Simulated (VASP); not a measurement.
# TePb (rocksalt type) (Fm-3m) in VASP: notebook

Runs on TePb (rocksalt type). Level: PBE. Tasks: single point.

Everything below comes from runs of VASP 6.6.1. Logs are shortened: lines on timing, memory, paths and dates and some standing lists are left out, and cuts for length are marked.

### Step 1. The cell of the first run

Symmetry: Fm-3m, No. 225, cubic system. The conventional cell has a = 6.567 Å, b = 6.567 Å, c = 6.567 Å, α = 90.00°, β = 90.00°, γ = 90.00°. Pb (site symmetry m-3m) has 6 Te at 3.28 Å within 4.3 Å. Te (site symmetry m-3m) has 6 Pb at 3.28 Å within 4.3 Å.

### Step 2. Single point, PBE

INCAR reads:

```
ALGO = Normal ; EDIFF = 1E-6
ENCUT = 520 ; GGA = PE
ISIF = 2 ; ISMEAR = -1
LASPH = T ; LCHARG = F
LREAL = F ; LWAVE = F
NBANDS = 17 ; NELM = 100
PREC = Accurate ; SIGMA = 0.1
```

KPOINTS reads:

```
k-points
0
Gamma
  11 11 11
```

POSCAR reads:

```
TePb
1.0
    0.0000000000      3.2836156682      3.2836156682
    3.2836156682      0.0000000000      3.2836156682
    3.2836156682      3.2836156682      0.0000000000
Pb Te
1 1
Direct
    0.0000000000      0.0000000000      0.0000000000
    0.5000000000      0.5000000000      0.5000000000
```

Potentials or basis: VASP PAW PBE potentials, release 64 (Pb_d, Te).

Launch:

```console
> cat potpaw_PBE.64/Pb_d/POTCAR potpaw_PBE.64/Te/POTCAR > POTCAR
> mpirun -np 1 vasp_std > vasp.out
```

OUTCAR:

```text
EDIFF = 1E-6
   ENCUT = 520
   GGA = PE
   ISIF = 2
   ISMEAR = -1
   LASPH = T
   LREAL = F
   NELM = 100
   PREC = Accurate

 ion  position               nearest neighbor table
   1  0.000  0.000  0.000-   2 3.28   2 3.28   2 3.28   2 3.28   2 3.28   2 3.28
   2  0.500  0.500  0.500-   1 3.28   1 3.28   1 3.28   1 3.28   1 3.28   1 3.28

  LATTYP: Found a face centered cubic cell.
 ALAT       =     6.5672313364

  Lattice vectors:

 A1 = (   0.0000000000,   3.2836156682,   3.2836156682)
 A2 = (   3.2836156682,   0.0000000000,   3.2836156682)
 A3 = (   3.2836156682,   3.2836156682,   0.0000000000)

Analysis of symmetry for initial positions (statically):
=====================================================================
 Subroutine PRICEL returns:
 Original cell was already a primitive cell.

 Routine SETGRP: Setting up the symmetry group for a
 face centered cubic supercell.

 Subroutine GETGRP returns: Found 48 space group operations
 (whereof 48 operations were pure point group operations)
 out of a pool of 48 trial point group operations.

The static configuration has the point symmetry O_h .

Analysis of symmetry for dynamics (positions and initial velocities):
=====================================================================
 Subroutine PRICEL returns:
 Original cell was already a primitive cell.

 Routine SETGRP: Setting up the symmetry group for a
 face centered cubic supercell.

 Subroutine GETGRP returns: Found 48 space group operations
 (whereof 48 operations were pure point group operations)
 out of a pool of 48 trial point group operations.

The dynamic configuration has the point symmetry O_h .

 Subroutine INISYM returns: Found 48 space group operations
 (whereof 48 operations are pure point group operations),
 and found     1 'primitive' translations

----------------------------------------------------------------------------------------

                                     Primitive cell

  volume of cell :      70.8088

  direct lattice vectors                    reciprocal lattice vectors
     0.000000000  3.283615668  3.283615668    -0.152271170  0.152271170  0.152271170
     3.283615668  0.000000000  3.283615668     0.152271170 -0.152271170  0.152271170
     3.283615668  3.283615668  0.000000000     0.152271170  0.152271170 -0.152271170

  length of vectors
     4.643733812  4.643733812  4.643733812     0.263741403  0.263741403  0.263741403

  position of ions in fractional coordinates (direct lattice)
     0.000000000  0.000000000  0.000000000
     0.500000000  0.500000000  0.500000000

  ion indices of the primitive-cell ions
   primitive index   ion index
                 1           1
                 2           2

----------------------------------------------------------------------------------------

 KPOINTS: k-points

Automatic generation of k-mesh.
 Grid dimensions read from file:
 generate k-points for:   11   11   11

 Generating k-lattice:

  Cartesian coordinates                     Fractional coordinates (reciprocal lattice)
    -0.013842834  0.013842834  0.013842834     0.090909091  0.000000000  0.000000000
     0.013842834 -0.013842834  0.013842834     0.000000000  0.090909091  0.000000000
     0.013842834  0.013842834 -0.013842834     0.000000000  0.000000000  0.090909091

  Length of vectors
     0.023976491  0.023976491  0.023976491

  Shift w.r.t. Gamma in fractional coordinates (k-lattice)
     0.000000000  0.000000000  0.000000000

 Subroutine IBZKPT returns following result:
 ===========================================

 Found     56 irreducible k-points:

 Following reciprocal coordinates:
            Coordinates               Weight
  0.000000  0.000000  0.000000      1.000000
  0.090909  0.000000  0.000000      8.000000
  0.181818  0.000000  0.000000      8.000000
  0.272727  0.000000  0.000000      8.000000
  0.363636  0.000000  0.000000      8.000000
  0.454545  0.000000  0.000000      8.000000
[... 16 lines left out ...]
 -0.272727  0.181818  0.000000     24.000000
 -0.181818  0.181818  0.000000     12.000000
 [... further k-points ...]
   k-points           NKPTS =     56   k-points in BZ     NKDIM =     56   number of bands    NBANDS=     17
   number of dos      NEDOS =    301   number of ions     NIONS =      2
   total plane-waves  NPLWV =  46656
   dimension x,y,z NGX =    36 NGY =   36 NGZ =   36
   dimension x,y,z NGXF=    72 NGYF=   72 NGZF=   72
   ions per type =               1   1
   NGX,Y,Z   is equivalent  to a cutoff of  12.89, 12.89, 12.89 a.u.
   NGXF,Y,Z  is equivalent  to a cutoff of  25.78, 25.78, 25.78 a.u.
 SYSTEM =  unknown system
   PREC   = accura    normal or accurate (medium, high low for compatibility)
   ISTART =      0    job   : 0-new  1-cont  2-samecut
   ICHARG =      2    charge: 1-file 2-atom 10-const
   ISPIN  =      1    spin polarized calculation?
   LNONCOLLINEAR =      F non collinear calculations
   LSORBIT =      F    spin-orbit coupling
   LASPH  =      T    aspherical Exc in radial PAW
   ENCUT  =  520.0 eV  38.22 Ry    6.18 a.u.   8.63  8.63  8.63*2*pi/ulx,y,z
   NELM   =    100;   NELMIN=  2; NELMDL= -5     # of ELM steps
   EDIFF  = 0.1E-05   stopping-criterion for ELM
   LREAL  =      F    real-space projection
   EDIFFG = 0.1E-04   stopping-criterion for IOM
   NSW    =      0    number of steps for IOM
   IBRION =     -1    ionic relax: 0-MD 1-quasi-New 2-CG
   NFREE  =      0    steps in history (QN), initial steepest desc. (CG)
   ISIF   =      2    stress and relaxation
   ISYM   =      2    0-nonsym 1-usesym 2-fastsym
   POTIM  = 0.5000    time-step for ionic-motion
   TEBEG  =    0.0;   TEEND  =   0.0 temperature during run
   PSTRESS=    0.0 pullay stress
   NELECT =      20.0000    total number of electrons
   NUPDOWN=      -1.0000    fix difference up-down
   EMIN   =  10.00;   EMAX   =-10.00  energy-range for DOS
   EFERMI =   0.00;   METHOD = LEGACY
   ISMEAR =    -1;   SIGMA  =   0.10  broadening in eV -4-tet -1-fermi 0-gaus
   EFERMI_NEDOS =   21; number of points for ismear=-14 and -15
   IALGO  =     38    algorithm
   IMIX   =      4    mixing-type and parameters
     AMIX     =   0.40;   BMIX     =  1.00
     AMIX_MAG =   1.60;   BMIX_MAG =  1.00
  volume/ion in A,a.u.               =      35.40       238.92
  Fermi-wavevector in a.u.,A,eV,Ry     =   1.074128  2.029807 15.697721  1.153750
  Thomas-Fermi vector in A             =   2.209947
   LORBIT       =      0    0 simple, 1 ext, 2 COOP (PROOUT), +10 PAW based schemes
   GGA     = PE    functional components
   LHFCALC =     F    Hartree Fock is set to
   AEXX    =    0.0000 exact exchange contribution
   IVDW    =     0    specifies the selected vdW correction
   LEPSILON=     F    determine dielectric tensor
   LRPA    =     F    only Hartree local field effects (RPA)
 non-spin polarized calculation
  energy-cutoff  :      520.00
  volume of cell :       70.81
 maximum number of plane-waves:      1921
   NGX = 17   NGY = 17   NGZ = 17

 number of electron      19.9999999 magnetization

 Free energy of the ion-electron system (eV)
  ---------------------------------------------------
  ext. energy  EPLUGINS =         0.00000000
  ---------------------------------------------------
  free energy    TOTEN  =        -7.52312906 eV

  energy without entropy =       -7.52266905  energy(sigma->0) =       -7.52289905

 E-fermi :   5.4973     XC(G=0):  -9.0837

 val. band max:        4.9664035649   @ k =   0.4545   0.0000   0.0000
 cond. band min:       5.9038362489   @ k =   0.4545   0.0000   0.0000
 fundamental gap:      0.9374326840
 Fermi energy:         5.4973413717

 k-point     1 :       0.0000    0.0000    0.0000
  band No.  band energies     occupation
      1     -11.6360      2.00000
      2     -11.6360      2.00000
      3     -11.6303      2.00000
      4     -11.6303      2.00000
      5     -11.6303      2.00000
      6      -6.6153      2.00000
[... 9 lines left out ...]
     16      10.9192      0.00000
     17      12.4424      0.00000

 k-point     2 :       0.0909    0.0000    0.0000
  band No.  band energies     occupation
      1     -11.6367      2.00000
      2     -11.6367      2.00000
      3     -11.6301      2.00000
      4     -11.6294      2.00000
      5     -11.6294      2.00000
      6      -6.5490      2.00000
[... 9 lines left out ...]
     16      11.0714      0.00000
     17      12.9558      0.00000

 k-point     3 :       0.1818    0.0000    0.0000
  band No.  band energies     occupation
      1     -11.6391      2.00000
      2     -11.6391      2.00000
      3     -11.6296      2.00000
      4     -11.6265      2.00000
      5     -11.6265      2.00000
      6      -6.3543      2.00000
[... 9 lines left out ...]
     16      11.4945      0.00000
     17      14.1087      0.00000

 k-point     4 :       0.2727    0.0000    0.0000
  band No.  band energies     occupation
      1     -11.6424      2.00000
      2     -11.6424      2.00000
      3     -11.6289      2.00000
      4     -11.6224      2.00000
      5     -11.6224      2.00000
      6      -6.0476      2.00000
[... 9 lines left out ...]
     16      12.1594      0.00000
     17      15.4133      0.00000
[... 343 lines left out ...]
      1     -11.6526      2.00000
      2     -11.6444      2.00000
      3     -11.6252      2.00000
      4     -11.6190      2.00000
      5     -11.6171      2.00000
      6      -5.2958      2.00000
[... 9 lines left out ...]
     16      13.1079      0.00000
     17      15.4693      0.00000

 k-point    23 :      -0.2727    0.1818    0.0000
  band No.  band energies     occupation
      1     -11.6477      2.00000
      2     -11.6447      2.00000
      3     -11.6264      2.00000
      4     -11.6205      2.00000
      5     -11.6192      2.00000
      6      -5.6145      2.00000
[... 9 lines left out ...]
     16      14.1049      0.00000
     17      14.5957      0.00000

 k-point    24 :      -0.1818    0.1818    0.0000
  band No.  band energies     occupation
      1     -11.6437      2.00000
      2     -11.6428      2.00000
      3     -11.6283      2.00000
      4     -11.6238      2.00000
      5     -11.6205      2.00000
      6      -5.9493      2.00000
[... 9 lines left out ...]
     16      13.4365      0.00000
     17      13.6918      0.00000

 [... further k-points ...]

------------------------ aborting loop because EDIFF is reached ----------------------------------------

  FORCE on cell =-STRESS in cart. coord.  units (eV):
  Direction    XX          YY          ZZ          XY          YZ          ZX
  --------------------------------------------------------------------------------------
  -------------------------------------------------------------------------------------
  Total       -0.0096853     -0.0096853     -0.0096853      0.0000000      0.0000000     -0.0000000
  in kB       -0.2191478     -0.2191478     -0.2191478      0.0000000      0.0000000     -0.0000000
  external PRESSURE =      -0.2191478 kB  Pullay stress =       0.0000000 kB

 VOLUME and BASIS-vectors are now :
 -----------------------------------------------------------------------------
  energy-cutoff  :      520.00
  volume of cell :       70.81
      direct lattice vectors                 reciprocal lattice vectors
     0.000000000  3.283615668  3.283615668    -0.152271170  0.152271170  0.152271170
     3.283615668  0.000000000  3.283615668     0.152271170 -0.152271170  0.152271170
     3.283615668  3.283615668  0.000000000     0.152271170  0.152271170 -0.152271170

 POSITION                                       TOTAL-FORCE (eV/Angst)
 -----------------------------------------------------------------------------------
      0.00000      0.00000      0.00000         0.000000     -0.000000      0.000000
      3.28362      3.28362      3.28362        -0.000000      0.000000     -0.000000
 -----------------------------------------------------------------------------------
    total drift:                               -0.000000      0.000000      0.000000

  FREE ENERGIE OF THE ION-ELECTRON SYSTEM (eV)
  ---------------------------------------------------
  free  energy   TOTEN  =        -7.5231290634 eV

  energy  without entropy=       -7.5226690456  energy(sigma->0) =       -7.52289905
```

It took 26 s on 1 thread of Intel Xeon Platinum 8559C (Emerald Rapids), shared host; peak memory 0.23 GiB.

Results:

```
Free energy : -7.5231 eV
Pressure    : 0.0 GPa
```

Levels at points of the mesh, in eV from the Fermi level:
```csv
k point,band 7,band 8,band 9,band 10,band 11,band 12,band 13,band 14
"(0.00, 0.00, 0.00)",-6.20,-1.65,-1.65,-1.65,3.54,3.54,3.54,5.42
```

Caveat: this odd mesh misses L, where the gap lies, so gap, dielectric constants and Born charges aren't listed; spin-orbit coupling is left out, which moves the levels of the heavy elements.

### Step 3. Single point, PBE (volume scaled by 0.55)

INCAR reads:

```
PREC = Accurate
ENCUT = 520
EDIFF = 1E-6
ISMEAR = -1
SIGMA = 0.1
LREAL = False
LASPH = True
NELM = 80
ALGO = Normal
ISIF = 2
LWAVE = False
LCHARG = False
GGA = PE
NBANDS = 17
```

KPOINTS reads:

```
regular mesh
0
Gamma
  11 11 11
```

POSCAR reads:

```
TePb
1.0
    0.0000000000      2.6903361615      2.6903361615
    2.6903361615      0.0000000000      2.6903361615
    2.6903361615      2.6903361615      0.0000000000
Pb Te
1 1
Direct
    0.0000000000      0.0000000000      0.0000000000
    0.5000000000      0.5000000000      0.5000000000
```

Potentials or basis: VASP PAW PBE potentials, release 64 (Pb_d, Te).

Launch:

```console
> cat potpaw_PBE.64/Pb_d/POTCAR potpaw_PBE.64/Te/POTCAR > POTCAR
> mpirun -np 1 vasp_std > vasp.out
```

It took 27 s on 1 thread of Intel Xeon Platinum 8259CL at 2.50GHz (Skylake/Cascade Lake), shared host; peak memory 0.18 GiB.

Results (log left out):

* Free energy: -2.4453 eV
* Pressure: 87.6 GPa

Levels at points of the mesh, in eV from the Fermi level:
| k point | band 7 | band 8 | band 9 | band 10 | band 11 | band 12 | band 13 | band 14 |
| --- | --- | --- | --- | --- | --- | --- | --- | --- |
| (0.00, 0.00, 0.00) | -3.63 | -3.63 | -3.63 | -2.89 | 4.43 | 4.53 | 4.53 | 4.53 |

Caveat: this odd mesh misses L, where the gap lies, so gap, dielectric constants and Born charges aren't listed; spin-orbit coupling is left out, which moves the levels of the heavy elements.
